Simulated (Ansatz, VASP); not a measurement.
## SiC in VASP and in Ansatz

Contents of INCAR:

```
ALGO = Normal
EDIFF = 1E-7
ENCUT = 520
GGA = PE
ISIF = 2
ISMEAR = 0
LASPH = T
LCHARG = F
LREAL = F
LWAVE = F
NBANDS = 11
NELM = 100
PREC = Accurate
SIGMA = 0.05
```

The input KPOINTS:

```
k-points
0
Gamma
  12 12 12
```

Contents of POSCAR:

```
SiC
1.0
    0.0000000000      2.2609600000      2.0000800000
    2.2609600000      0.0000000000      2.0000800000
    2.2609600000      2.2609600000      0.0000000000
Si C
1 1
Direct
    0.0000000000      0.0000000000      0.0000000000
    0.7500000000      0.7500000000      0.7500000000
```

Input for Ansatz:

```yaml
crystal:
  lattice:
    - [0.0, 2.26096, 2.00008]
    - [2.26096, 0.0, 2.00008]
    - [2.26096, 2.26096, 0.0]
  atoms:
    - { symbol: Si, position: [0.0, 0.0, 0.0] }
    - { symbol: C, position: [0.75, 0.75, 0.75] }
basis:
  ecutwfc: 420
kpoints:
  mp_grid: { grid: [12, 12, 12] }
hamiltonian:
  xc: pbe
scf:
  occupations: { method: gaussian, width: 0.05 }
output:
  forces: true
  stress: true
  eigenvalues: true
```

Change from the starting cell: strain +0.040 along x and y, -0.080 along z, atoms carried along.

Alike in both runs: task single point; functional PBE; k mesh 12 × 12 × 12; occupations gaussian, width 0.05 eV; no spin polarisation.

|  | VASP | Ansatz |
| --- | --- | --- |
| version | VASP 6.6.1 | Ansatz 0.2.0 |
| potentials or method | VASP PAW PBE potentials, release 64 (Si, C), cutoff 520 eV | scalar-relativistic, plane waves, PAW |
| valence electrons in the cell | 8 | 8 |

Ansatz gave:

- gap on the k mesh at the Fermi level (eV): 0.23
- least direct gap on the mesh (eV): 4.44
- pressure (GPa): 4.7
- traceless stress, the component that is largest in VASP (GPa): 16.08

Q: Which values does VASP return?

A: gap on the k mesh at the Fermi level (eV): 0.22; least direct gap on the mesh (eV): 4.44; pressure (GPa): 4.7; traceless stress, the component that is largest in VASP (GPa): 16.14.
